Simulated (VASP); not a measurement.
# Be2Ru in VASP: further runs

The runs below take Be2Ru through single point, with PBE.

All numbers are computed with VASP 6.6.1; they aren't measurements. Logs are shortened: lines on timing, memory, paths and dates and some standing lists are left out, and cuts for length are marked.

### 1 The cell of the first run

The cell holds a sheet with vacuum, 3 atoms: a = 3.253 Å, b = 3.253 Å, c = 17.000 Å, α = 90.00°, β = 90.00°, γ = 120.00°.

The cell was built from a structure type or drawn by symmetry, and may not be a known phase.

### 2 Single point, PBE

File INCAR:

```
SYSTEM = Be2Ru
ALGO = Normal
DIPOL = 0.5 0.5 0.500
EDIFF = 1E-6
ENCUT = 520
GGA = PE
GGA_COMPAT = .False.
IDIPOL = 3
ISIF = 2
ISMEAR = 0
LASPH = .True.
LCHARG = .False.
LDIPOL = .True.
LREAL = .False.
LWAVE = .False.
NBANDS = 16
NELM = 120
NELMDL = -8
PREC = Accurate
SIGMA = 0.1
```

File KPOINTS:

```
k-points
0
Gamma
  6 6 1
  0 0 0
```

File POSCAR:

```
Be2Ru
1.0
    3.2533743800      0.0000000000      0.0000000000
   -1.6266871900      2.8175049700      0.0000000000
    0.0000000000      0.0000000000     17.0000000000
Be Ru
2 1
Direct
    0.3333333300      0.6666666700      0.5711771500
    0.6666666700      0.3333333300      0.4288228500
    0.0000000000      0.0000000000      0.5000000000
```

Potentials or basis: VASP PAW PBE potentials, release 64 (Be, Ru_pv).

The run is started by

```bash
cat potpaw_PBE.64/Be/POTCAR potpaw_PBE.64/Ru_pv/POTCAR > POTCAR
mpirun -np 1 vasp_std > vasp.out
```

OUTCAR:

```text
SYSTEM = Be2Ru
   EDIFF = 1E-6
   ENCUT = 520
   GGA = PE
   ISIF = 2
   ISMEAR = 0
   LASPH = .True.
   LREAL = .False.
   NELM = 120
   NELMDL = -8
   PREC = Accurate

 ion  position               nearest neighbor table
   1  0.333  0.667  0.571-   3 2.23   3 2.23   3 2.23
   2  0.667  0.333  0.429-   3 2.23   3 2.23   3 2.23
   3  0.000  0.000  0.500-   1 2.23   2 2.23   2 2.23   1 2.23   2 2.23   1 2.23

  LATTYP: Found a hexagonal cell.
 ALAT       =     3.2533743800
 C/A-ratio  =     5.2253439089

  Lattice vectors:

 A1 = (   3.2533743800,   0.0000000000,   0.0000000000)
 A2 = (  -1.6266871900,   2.8175049700,   0.0000000000)
 A3 = (   0.0000000000,   0.0000000000,  17.0000000000)

Analysis of symmetry for initial positions (statically):
=====================================================================
 Subroutine PRICEL returns:
 Original cell was already a primitive cell.

 Routine SETGRP: Setting up the symmetry group for a
 hexagonal supercell.

 Subroutine GETGRP returns: Found 12 space group operations
 (whereof 12 operations were pure point group operations)
 out of a pool of 24 trial point group operations.

The static configuration has the point symmetry D_3d.

Analysis of symmetry for dynamics (positions and initial velocities):
=====================================================================
 Subroutine PRICEL returns:
 Original cell was already a primitive cell.

 Routine SETGRP: Setting up the symmetry group for a
 hexagonal supercell.

 Subroutine GETGRP returns: Found 12 space group operations
 (whereof 12 operations were pure point group operations)
 out of a pool of 24 trial point group operations.

The dynamic configuration has the point symmetry D_3d.

 Subroutine INISYM returns: Found 12 space group operations
 (whereof 12 operations are pure point group operations),
 and found     1 'primitive' translations

----------------------------------------------------------------------------------------

                                     Primitive cell

  volume of cell :     155.8288

  direct lattice vectors                    reciprocal lattice vectors
     3.253374380  0.000000000  0.000000000     0.307373171  0.177461976  0.000000000
    -1.626687190  2.817504970  0.000000000     0.000000000  0.354923952  0.000000000
     0.000000000  0.000000000 17.000000000     0.000000000  0.000000000  0.058823529

  length of vectors
     3.253374380  3.253374474 17.000000000     0.354923963  0.354923952  0.058823529

  position of ions in fractional coordinates (direct lattice)
     0.333333330  0.666666670  0.571177150
     0.666666670  0.333333330  0.428822850
     0.000000000  0.000000000  0.500000000

  ion indices of the primitive-cell ions
   primitive index   ion index
                 1           1
                 2           2
                 3           3

----------------------------------------------------------------------------------------

 KPOINTS: k-points

Automatic generation of k-mesh.
 Grid dimensions read from file:
 generate k-points for:    6    6    1

 Generating k-lattice:

  Cartesian coordinates                     Fractional coordinates (reciprocal lattice)
     0.051228862  0.029576996  0.000000000     0.166666667 -0.000000000  0.000000000
     0.000000000  0.059153992  0.000000000     0.000000000  0.166666667  0.000000000
     0.000000000  0.000000000  0.058823529     0.000000000  0.000000000  1.000000000

  Length of vectors
     0.059153994  0.059153992  0.058823529

  Shift w.r.t. Gamma in fractional coordinates (k-lattice)
     0.000000000  0.000000000  0.000000000

 Subroutine IBZKPT returns following result:
 ===========================================

 Found      7 irreducible k-points:

 Following reciprocal coordinates:
            Coordinates               Weight
  0.000000  0.000000  0.000000      1.000000
  0.166667  0.000000  0.000000      6.000000
  0.333333  0.000000  0.000000      6.000000
  0.500000  0.000000  0.000000      3.000000
  0.166667  0.166667  0.000000      6.000000
  0.333333  0.166667  0.000000     12.000000
  0.333333  0.333333  0.000000      2.000000
   k-points           NKPTS =      7   k-points in BZ     NKDIM =      7   number of bands    NBANDS=     16
   number of dos      NEDOS =    301   number of ions     NIONS =      3
   total plane-waves  NPLWV =  72576
   dimension x,y,z NGX =    24 NGY =   24 NGZ =  126
   dimension x,y,z NGXF=    48 NGYF=   48 NGZF=  252
   ions per type =               2   1
   NGX,Y,Z   is equivalent  to a cutoff of  12.26, 12.26, 12.32 a.u.
   NGXF,Y,Z  is equivalent  to a cutoff of  24.53, 24.53, 24.64 a.u.
 SYSTEM =  Be2Ru
   PREC   = accura    normal or accurate (medium, high low for compatibility)
   ISTART =      0    job   : 0-new  1-cont  2-samecut
   ICHARG =      2    charge: 1-file 2-atom 10-const
   ISPIN  =      1    spin polarized calculation?
   LNONCOLLINEAR =      F non collinear calculations
   LSORBIT =      F    spin-orbit coupling
   LASPH  =      T    aspherical Exc in radial PAW
   ENCUT  =  520.0 eV  38.22 Ry    6.18 a.u.   6.05  6.05 31.61*2*pi/ulx,y,z
   NELM   =    120;   NELMIN=  2; NELMDL= -8     # of ELM steps
   EDIFF  = 0.1E-05   stopping-criterion for ELM
   LREAL  =      F    real-space projection
   EDIFFG = 0.1E-04   stopping-criterion for IOM
   NSW    =      0    number of steps for IOM
   IBRION =     -1    ionic relax: 0-MD 1-quasi-New 2-CG
   NFREE  =      0    steps in history (QN), initial steepest desc. (CG)
   ISIF   =      2    stress and relaxation
   ISYM   =      2    0-nonsym 1-usesym 2-fastsym
   POTIM  = 0.5000    time-step for ionic-motion
   TEBEG  =    0.0;   TEEND  =   0.0 temperature during run
   PSTRESS=    0.0 pullay stress
   NELECT =      18.0000    total number of electrons
   NUPDOWN=      -1.0000    fix difference up-down
   EMIN   =  10.00;   EMAX   =-10.00  energy-range for DOS
   EFERMI =   0.00;   METHOD = LEGACY
   ISMEAR =     0;   SIGMA  =   0.10  broadening in eV -4-tet -1-fermi 0-gaus
   EFERMI_NEDOS =   21; number of points for ismear=-14 and -15
   IALGO  =     38    algorithm
   IMIX   =      4    mixing-type and parameters
     AMIX     =   0.40;   BMIX     =  1.00
     AMIX_MAG =   1.60;   BMIX_MAG =  1.00
  volume/ion in A,a.u.               =      51.94       350.53
  Fermi-wavevector in a.u.,A,eV,Ry     =   0.797290  1.506660  8.648839  0.635672
  Thomas-Fermi vector in A             =   1.903979
   LORBIT       =      0    0 simple, 1 ext, 2 COOP (PROOUT), +10 PAW based schemes
   GGA     = PE    functional components
   LHFCALC =     F    Hartree Fock is set to
   AEXX    =    0.0000 exact exchange contribution
   IVDW    =     0    specifies the selected vdW correction
   LEPSILON=     F    determine dielectric tensor
   LRPA    =     F    only Hartree local field effects (RPA)
 non-spin polarized calculation
 Gauss-broadening in eV      SIGMA  =   0.10
  energy-cutoff  :      520.00
  volume of cell :      155.83
 maximum number of plane-waves:      4248
   NGX = 13   NGY = 13   NGZ = 63

 dipolmoment           0.000000      0.000000      0.000000 electrons x Angstroem

 number of electron      17.9999996 magnetization

 dipolmoment           0.000000      0.000000     -0.000000 electrons x Angstroem

 Free energy of the ion-electron system (eV)
  ---------------------------------------------------
  ext. energy  EPLUGINS =         0.00000000
  ---------------------------------------------------
  free energy    TOTEN  =       -13.99536851 eV

  energy without entropy =      -13.98639091  energy(sigma->0) =      -13.99087971

 E-fermi :  -1.6057     XC(G=0):  -3.6845

 val. band max:       -1.6375112648   @ k =   0.3333   0.0000   0.0000
 cond. band min:      -1.3707226969   @ k =   0.5000   0.0000   0.0000
 fundamental gap:      0.2667885679
 Fermi energy:        -1.6057320611

 k-point     1 :       0.0000    0.0000    0.0000
  band No.  band energies     occupation
      1     -43.6313      2.00000
      2     -43.6313      2.00000
      3     -43.3777      2.00000
      4      -8.4078      2.00000
      5      -4.5413      2.00000
      6      -4.4661      2.00000
[... 8 lines left out ...]
     15       4.2733      0.00000
     16       5.6267      0.00000

 k-point     2 :       0.1667    0.0000    0.0000
  band No.  band energies     occupation
      1     -43.6618      2.00000
      2     -43.6391      2.00000
      3     -43.3742      2.00000
      4      -7.8345      2.00000
      5      -4.6777      2.00000
      6      -4.3095      2.00000
[... 8 lines left out ...]
     15       4.5736      0.00000
     16       4.7715      0.00000

 k-point     3 :       0.3333    0.0000    0.0000
  band No.  band energies     occupation
      1     -43.7225      2.00000
      2     -43.6546      2.00000
      3     -43.3672      2.00000
      4      -6.5497      2.00000
      5      -5.0649      2.00000
      6      -4.3640      2.00000
[... 8 lines left out ...]
     15       4.4885      0.00000
     16       4.7128      0.00000

 k-point     4 :       0.5000    0.0000    0.0000
  band No.  band energies     occupation
      1     -43.7526      2.00000
      2     -43.6624      2.00000
      3     -43.3637      2.00000
      4      -6.1622      2.00000
      5      -5.0089      2.00000
      6      -3.6541      2.00000
[... 8 lines left out ...]
     15       5.3834      0.00000
     16       6.4551      0.00000

 k-point     5 :       0.1667    0.1667    0.0000
  band No.  band energies     occupation
      1     -43.7017      2.00000
      2     -43.6564      2.00000
      3     -43.3689      2.00000
      4      -6.8069      2.00000
      5      -5.0177      2.00000
      6      -4.4249      2.00000
[... 8 lines left out ...]
     15       4.0325      0.00000
     16       4.7265      0.00000

 k-point     6 :       0.3333    0.1667    0.0000
  band No.  band energies     occupation
      1     -43.7374      2.00000
      2     -43.6777      2.00000
      3     -43.3637      2.00000
      4      -5.7345      2.00000
      5      -4.9304      2.00000
      6      -4.3843      2.00000
[... 8 lines left out ...]
     15       5.2422      0.00000
     16       5.9056      0.00000

 k-point     7 :       0.3333    0.3333    0.0000
  band No.  band energies     occupation
      1     -43.7171      2.00000
      2     -43.7171      2.00000
      3     -43.3619      2.00000
      4      -4.8858      2.00000
      5      -4.8858      2.00000
      6      -4.2811      2.00000
[... 8 lines left out ...]
     15       5.0909      0.00000
     16       5.0909      0.00000

------------------------ aborting loop because EDIFF is reached ----------------------------------------

 vacuum level on the upper side and lower side of the slab       (xc-potential included)        -0.112        -0.112

  FORCE on cell =-STRESS in cart. coord.  units (eV):
  Direction    XX          YY          ZZ          XY          YZ          ZX
  --------------------------------------------------------------------------------------
  -------------------------------------------------------------------------------------
  Total       -4.2747637     -4.2747640      1.2477879     -0.0000000      0.0000000      0.0000000
  in kB      -43.9516354    -43.9516388     12.8293221     -0.0000000      0.0000000      0.0000000
  external PRESSURE =     -25.0246507 kB  Pullay stress =       0.0000000 kB

 VOLUME and BASIS-vectors are now :
 -----------------------------------------------------------------------------
  energy-cutoff  :      520.00
  volume of cell :      155.83
      direct lattice vectors                 reciprocal lattice vectors
     3.253374380  0.000000000  0.000000000     0.307373171  0.177461976  0.000000000
    -1.626687190  2.817504970  0.000000000     0.000000000  0.354923952  0.000000000
     0.000000000  0.000000000 17.000000000     0.000000000  0.000000000  0.058823529

 POSITION                                       TOTAL-FORCE (eV/Angst)
 -----------------------------------------------------------------------------------
     -0.00000      1.87834      9.71001        -0.000000     -0.000000      0.520650
      1.62669      0.93917      7.28999         0.000000      0.000000     -0.520650
      0.00000      0.00000      8.50000        -0.000000      0.000000      0.000000
 -----------------------------------------------------------------------------------
    total drift:                                0.000000      0.000000     -0.000000

  FREE ENERGIE OF THE ION-ELECTRON SYSTEM (eV)
  ---------------------------------------------------
  free  energy   TOTEN  =       -13.9953685110 eV

  energy  without entropy=      -13.9863909129  energy(sigma->0) =      -13.99087971

 vacuum level on the upper side and lower side of the slab         2.543         2.543
```

Wall time 60 s (1 thread of Intel Xeon 8259CL, shared host); peak memory 0.25 GiB.

Results:

```yaml
Free_energy: -13.9954 eV
Largest_force: 0.521 eV/Å
Band_gap_on_the_k_mesh: zero (bands 9 and 10 overlap by 1.57 eV)
```

Forces on the atoms (eV/Å):
```
Be   0.000  0.000  0.521
Be   0.000  0.000 -0.521
Ru   0.000  0.000  0.000
```

Caveat: the k points lie up to 0.37 Å⁻¹ apart, too coarse for converged energies and pressures of a metal.

### 3 Single point, PBE

File INCAR:

```
  ALGO = Normal
  DIPOL = 0.5 0.5 0.500
  EDIFF = 1E-6
  ENCUT = 520
  GGA = PE
  GGA_COMPAT = F
  IDIPOL = 3
  ISIF = 2
  ISMEAR = 0
  LASPH = T
  LCHARG = T
  LDIPOL = T
  LELF = T
  LREAL = F
  LVACPOTAV = T
  LVHAR = T
  LWAVE = F
  NBANDS = 16
  NELM = 120
  NELMDL = -8
  PREC = Accurate
  SIGMA = 0.1
```

File KPOINTS:

```
k-points
0
Gamma
  6 6 1
```

POSCAR is that of step 2.

Potentials or basis: VASP PAW PBE potentials, release 64 (Be, Ru_pv).

The run is started by

```bash
cat potpaw_PBE.64/Be/POTCAR potpaw_PBE.64/Ru_pv/POTCAR > POTCAR
mpirun -np 1 vasp_std > vasp.out
```

OUTCAR:

```text
EDIFF = 1E-6
   ENCUT = 520
   GGA = PE
   ISIF = 2
   ISMEAR = 0
   LASPH = T
   LREAL = F
   NELM = 120
   NELMDL = -8
   PREC = Accurate

 ion  position               nearest neighbor table
   1  0.333  0.667  0.571-   3 2.23   3 2.23   3 2.23
   2  0.667  0.333  0.429-   3 2.23   3 2.23   3 2.23
   3  0.000  0.000  0.500-   1 2.23   2 2.23   2 2.23   1 2.23   2 2.23   1 2.23

  LATTYP: Found a hexagonal cell.
 ALAT       =     3.2533743800
 C/A-ratio  =     5.2253439089

  Lattice vectors:

 A1 = (   3.2533743800,   0.0000000000,   0.0000000000)
 A2 = (  -1.6266871900,   2.8175049700,   0.0000000000)
 A3 = (   0.0000000000,   0.0000000000,  17.0000000000)

Analysis of symmetry for initial positions (statically):
=====================================================================
 Subroutine PRICEL returns:
 Original cell was already a primitive cell.

 Routine SETGRP: Setting up the symmetry group for a
 hexagonal supercell.

 Subroutine GETGRP returns: Found 12 space group operations
 (whereof 12 operations were pure point group operations)
[... 153 lines left out ...]

 val. band max:       -1.6375112648   @ k =   0.3333   0.0000   0.0000
 cond. band min:      -1.3707226969   @ k =   0.5000   0.0000   0.0000
 fundamental gap:      0.2667885679
 Fermi energy:        -1.6057320611

 k-point     1 :       0.0000    0.0000    0.0000
  band No.  band energies     occupation
      1     -43.6313      2.00000
      2     -43.6313      2.00000
      3     -43.3777      2.00000
      4      -8.4078      2.00000
      5      -4.5413      2.00000
      6      -4.4661      2.00000
[... 110 lines left out ...]
      3     -43.3619      2.00000
      4      -4.8858      2.00000
      5      -4.8858      2.00000
      6      -4.2811      2.00000
[... 8 lines left out ...]
     15       5.0909      0.00000
     16       5.0909      0.00000

------------------------ aborting loop because EDIFF is reached ----------------------------------------

  FORCE on cell =-STRESS in cart. coord.  units (eV):
  Direction    XX          YY          ZZ          XY          YZ          ZX
  --------------------------------------------------------------------------------------
  -------------------------------------------------------------------------------------
  Total       -4.2747637     -4.2747640      1.2477879     -0.0000000      0.0000000      0.0000000
  in kB      -43.9516354    -43.9516388     12.8293221     -0.0000000      0.0000000      0.0000000
  external PRESSURE =     -25.0246507 kB  Pullay stress =       0.0000000 kB

 VOLUME and BASIS-vectors are now :
 -----------------------------------------------------------------------------
  energy-cutoff  :      520.00
  volume of cell :      155.83
      direct lattice vectors                 reciprocal lattice vectors
     3.253374380  0.000000000  0.000000000     0.307373171  0.177461976  0.000000000
    -1.626687190  2.817504970  0.000000000     0.000000000  0.354923952  0.000000000
     0.000000000  0.000000000 17.000000000     0.000000000  0.000000000  0.058823529

 POSITION                                       TOTAL-FORCE (eV/Angst)
 -----------------------------------------------------------------------------------
     -0.00000      1.87834      9.71001        -0.000000     -0.000000      0.520650
      1.62669      0.93917      7.28999         0.000000      0.000000     -0.520650
      0.00000      0.00000      8.50000        -0.000000      0.000000      0.000000
 -----------------------------------------------------------------------------------
    total drift:                                0.000000      0.000000     -0.000000

  FREE ENERGIE OF THE ION-ELECTRON SYSTEM (eV)
  ---------------------------------------------------
  free  energy   TOTEN  =       -13.9953685110 eV

  energy  without entropy=      -13.9863909129  energy(sigma->0) =      -13.99087971

 vacuum level on the upper side and lower side of the slab         2.616         2.616
```

stdout:

```text
POSCAR found type information on POSCAR BeRu
 POSCAR found :  2 types and       3 ions
 scaLAPACK will be used
 LDA part: xc-table for (Slater+PW92), standard interpolation
 POSCAR, INCAR and KPOINTS ok, starting setup
 FFT: planning ... GRIDC
 FFT: planning ... GRID_SOFT
 FFT: planning ... GRID
 WAVECAR not read
 entering main loop
 -----------------------------------------------------------------------------
|                                                                             |
|           W    W    AA    RRRRR   N    N  II  N    N   GGGG   !!!           |
|           W    W   A  A   R    R  NN   N  II  NN   N  G    G  !!!           |
|           W    W  A    A  R    R  N N  N  II  N N  N  G       !!!           |
|           W WW W  AAAAAA  RRRRR   N  N N  II  N  N N  G  GGG   !            |
|           WW  WW  A    A  R   R   N   NN  II  N   NN  G    G                |
|           W    W  A    A  R    R  N    N  II  N    N   GGGG   !!!           |
|                                                                             |
|     Did not find any points to average over, which means that no vacuum     |
|     field-free region was found. Please increase the size of  your cell     |
|     in the dimension of the dipole correction to obtain accurate            |
|     workfunction values.                                                    |
|                                                                             |
 -----------------------------------------------------------------------------
```

It took 59 s on 1 thread of Intel Xeon 8259CL, shared host; peak memory 0.25 GiB.

What came out:

| Quantity | Value |
| --- | --- |
| Free energy | -13.9954 eV |
| Largest force | 0.521 eV/Å |
| Band gap on the k mesh | zero (bands 9 and 10 overlap by 1.57 eV) |

Forces in eV/Å, atoms in the order of the input:
```
Be   0.000  0.000  0.521
Be   0.000  0.000 -0.521
Ru   0.000  0.000  0.000
```

Caveat: the k points lie up to 0.37 Å⁻¹ apart, too coarse for converged energies and pressures of a metal.

(Part 1 of 2 ends here.)
